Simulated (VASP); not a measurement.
# BaS (I4/mmm) in VASP: a series of runs, part 2 of 3

VASP 6.6.1.

**4. Single point, PBE (strain -0.0150 x Voigt [0, 0, 1, 0, 0, 0])**

Input file INCAR:

```
SYSTEM = BaS
PREC     = Accurate       ! precision mode
ENCUT    = 520            ! plane-wave cutoff, eV
EDIFF    = 1E-7           ! SCF threshold, eV
ISMEAR   = 0              ! smearing method
SIGMA    = 0.05           ! smearing width, eV
LREAL    = .False.        ! projectors in reciprocal space
LASPH    = .True.         ! aspherical terms in the spheres
NELM     = 80             ! most SCF steps
ALGO     = Normal         ! electronic algorithm
ISIF     = 2              ! what is computed and relaxed
LWAVE    = .False.        ! write WAVECAR
LCHARG   = .False.        ! write CHGCAR
GGA      = PE             ! functional
NBANDS   = 15             ! bands
```

Input file KPOINTS:

```
regular mesh
0
Gamma
  8 8 8
  0 0 0
```

Input file POSCAR:

```
BaS
1.0
    0.0000000000      3.1937500000      3.1458437500
    3.1937500000      0.0000000000      3.1458437500
    3.1937500000      3.1937500000      0.0000000000
Ba S
1 1
Direct
    0.0000000000      0.0000000000      0.0000000000
    0.5000000000      0.5000000000      0.5000000000
```

Potentials or basis: VASP PAW PBE potentials, release 64 (Ba_sv, S).

Command:

```sh
$ cat potpaw_PBE.64/Ba_sv/POTCAR potpaw_PBE.64/S/POTCAR > POTCAR
$ mpirun -np 1 vasp_std > vasp.out
```

OUTCAR:

```text
SYSTEM = BaS
   PREC = Accurate
   ENCUT = 520
   EDIFF = 1E-7
   ISMEAR = 0
   LREAL = .False.
   LASPH = .True.
   NELM = 80
   ISIF = 2
   GGA = PE

 ion  position               nearest neighbor table
   1  0.000  0.000  0.000-   2 3.15   2 3.15   2 3.19   2 3.19   2 3.19   2 3.19
   2  0.500  0.500  0.500-   1 3.15   1 3.15   1 3.19   1 3.19   1 3.19   1 3.19

  LATTYP: Found a body centered tetragonal cell.
 ALAT       =     4.5166445648
 C/A-ratio  =     1.3930003589

  Lattice vectors:

 A1 = (   0.0000000000,  -3.1937500000,  -3.1458437500)
 A2 = (   0.0000000000,   3.1937500000,  -3.1458437500)
 A3 = (   3.1937500000,   0.0000000000,   3.1458437500)

Analysis of symmetry for initial positions (statically):
=====================================================================
 Subroutine PRICEL returns:
 Original cell was already a primitive cell.

 Routine SETGRP: Setting up the symmetry group for a
 body centered tetragonal supercell.

 Subroutine GETGRP returns: Found 16 space group operations
 (whereof 16 operations were pure point group operations)
 out of a pool of 16 trial point group operations.

The static configuration has the point symmetry D_4h.

Analysis of symmetry for dynamics (positions and initial velocities):
=====================================================================
 Subroutine PRICEL returns:
 Original cell was already a primitive cell.

 Routine SETGRP: Setting up the symmetry group for a
 body centered tetragonal supercell.

 Subroutine GETGRP returns: Found 16 space group operations
 (whereof 16 operations were pure point group operations)
 out of a pool of 16 trial point group operations.

The dynamic configuration has the point symmetry D_4h.

 Subroutine INISYM returns: Found 16 space group operations
 (whereof 16 operations are pure point group operations),
 and found     1 'primitive' translations

----------------------------------------------------------------------------------------

                                     Primitive cell

  volume of cell :      64.1755

[... 114 lines left out ...]
   LHFCALC =     F    Hartree Fock is set to
   AEXX    =    0.0000 exact exchange contribution
   IVDW    =     0    specifies the selected vdW correction
   LEPSILON=     F    determine dielectric tensor
   LRPA    =     F    only Hartree local field effects (RPA)
 non-spin polarized calculation
 Gauss-broadening in eV      SIGMA  =   0.05
  energy-cutoff  :      520.00
  volume of cell :       64.18
 maximum number of plane-waves:      1755
 NGX is ok and might be reduce to    36
   NGX = 17   NGY = 17   NGZ = 17

 number of electron      16.0000000 magnetization

 Free energy of the ion-electron system (eV)
  ---------------------------------------------------
  ext. energy  EPLUGINS =         0.00000000
  ---------------------------------------------------
  free energy    TOTEN  =       -10.17072251 eV

  energy without entropy =      -10.17072251  energy(sigma->0) =      -10.17072251

 E-fermi :   1.7634     XC(G=0):  -8.6885

 val. band max:        1.5701351627   @ k =   0.0000   0.0000   0.0000
 cond. band min:       3.6067714261   @ k =   0.5000   0.5000   0.0000
 fundamental gap:      2.0366362633
 Fermi energy:         1.7633657682

 k-point     1 :       0.0000    0.0000    0.0000
  band No.  band energies     occupation
      1     -24.4932      2.00000
      2      -9.5492      2.00000
      3      -9.5465      2.00000
      4      -9.5465      2.00000
      5      -8.8513      2.00000
      6       1.5155      2.00000
      7       1.5155      2.00000
      8       1.5701      2.00000
      9       5.1957      0.00000
     10       5.3680      0.00000
     11       5.3680      0.00000
     12       5.4755      0.00000
     13       6.3000      0.00000
     14       6.4039      0.00000
[... 401 lines left out ...]
      2     -10.5029      2.00000
      3      -9.6170      2.00000
      4      -9.6135      2.00000
      5      -7.8582      2.00000
      6       0.0003      2.00000
      7       0.6885      2.00000
      8       0.8433      2.00000
      9       5.3808      0.00000
     10       7.2969      0.00000
     11       7.4810      0.00000
     12       7.5364      0.00000
     13       8.3183      0.00000
     14       9.6589      0.00000
     15      11.7521      0.00000

 [... further k-points ...]
[... 5 lines left out ...]
  --------------------------------------------------------------------------------------
  -------------------------------------------------------------------------------------
  Total        0.6848488      0.6848488      1.2748825      0.0000000      0.0000000      0.0000000
  in kB       17.0976441     17.0976441     31.8281769      0.0000000      0.0000000      0.0000000
  external PRESSURE =      22.0078217 kB  Pullay stress =       0.0000000 kB

 VOLUME and BASIS-vectors are now :
 -----------------------------------------------------------------------------
  energy-cutoff  :      520.00
  volume of cell :       64.18
      direct lattice vectors                 reciprocal lattice vectors
     0.000000000  3.193750000  3.145843750    -0.156555773  0.156555773  0.158939871
     3.193750000  0.000000000  3.145843750     0.156555773 -0.156555773  0.158939871
     3.193750000  3.193750000  0.000000000     0.156555773  0.156555773 -0.158939871

 POSITION                                       TOTAL-FORCE (eV/Angst)
 -----------------------------------------------------------------------------------
      0.00000      0.00000      0.00000        -0.000000      0.000000      0.000000
      3.19375      3.19375      3.14584         0.000000      0.000000      0.000000
 -----------------------------------------------------------------------------------
    total drift:                                0.000000      0.000000      0.000000

  FREE ENERGIE OF THE ION-ELECTRON SYSTEM (eV)
  ---------------------------------------------------
  free  energy   TOTEN  =       -10.1707225057 eV

  energy  without entropy=      -10.1707225057  energy(sigma->0) =      -10.17072251
```

OSZICAR:

```text
N       E                     dE             d eps       ncg     rms          rms(c)
DAV:   1     0.832977838654E+02    0.83298E+02   -0.69514E+03  1770   0.935E+02
DAV:   2    -0.577931902430E+01   -0.89077E+02   -0.80330E+02  2422   0.169E+02
DAV:   3    -0.105510693984E+02   -0.47718E+01   -0.47348E+01  2411   0.409E+01
DAV:   4    -0.106453846125E+02   -0.94315E-01   -0.94293E-01  2273   0.591E+00
DAV:   5    -0.106480844694E+02   -0.26999E-02   -0.26997E-02  2401   0.822E-01    0.492E+00
DAV:   6    -0.101544908988E+02    0.49359E+00   -0.66932E-01  2071   0.494E+00    0.338E+00
DAV:   7    -0.101559221457E+02   -0.14312E-02   -0.18638E-01  2297   0.243E+00    0.213E+00
DAV:   8    -0.101694918934E+02   -0.13570E-01   -0.24367E-02  2029   0.114E+00    0.203E-01
DAV:   9    -0.101698189900E+02   -0.32710E-03   -0.32450E-03  2302   0.414E-01    0.138E-01
DAV:  10    -0.101706415085E+02   -0.82252E-03   -0.95269E-04  1889   0.210E-01    0.369E-02
DAV:  11    -0.101707199095E+02   -0.78401E-04   -0.10826E-04  2239   0.635E-02    0.110E-02
DAV:  12    -0.101707225335E+02   -0.26240E-05   -0.55423E-06  1987   0.154E-02    0.435E-03
DAV:  13    -0.101707225057E+02    0.27766E-07   -0.25347E-07  2372   0.299E-03
   1 F= -.10170723E+02 E0= -.10170723E+02  d E =-.179844E-10
```

Wall time 30 s (1 thread of Intel Xeon Platinum 8488C (Sapphire Rapids), shared host); peak memory 0.23 GiB.

Results:

```yaml
Free_energy: -10.1707 eV
Pressure: 2.2 GPa
Band_gap_on_the_k_mesh: 2.04 eV, indirect (least direct gap 2.17 eV)
```

Stress tensor (GPa, compression positive):
```
1.71 0.00 0.00
0.00 1.71 0.00
0.00 0.00 3.18
```

Levels at points of the mesh, in eV from the valence-band top:
| k point | band 6 | band 7 | band 8 | band 9 | band 10 | band 11 |
| --- | --- | --- | --- | --- | --- | --- |
| (0.00, 0.00, 0.00) | -0.05 | -0.05 | 0.00 | 3.63 | 3.80 | 3.80 |
| (0.50, 0.00, 0.00) | -2.01 | -1.16 | -1.15 | 5.56 | 5.70 | 6.31 |
| (0.50, 0.50, 0.00) | -0.48 | -0.19 | -0.19 | 2.04 | 5.96 | 6.09 |
| (0.50, 0.00, 0.50) | -0.57 | -0.18 | -0.12 | 2.05 | 5.88 | 6.12 |

Caveat: the cell differs from its parent crystal (strain -0.0150 x Voigt [0, 0, 1, 0, 0, 0]); spin-orbit coupling is left out, which moves the levels of the heavy elements. A k mesh can miss the band edges.

(Continued in part 3 of 3.)
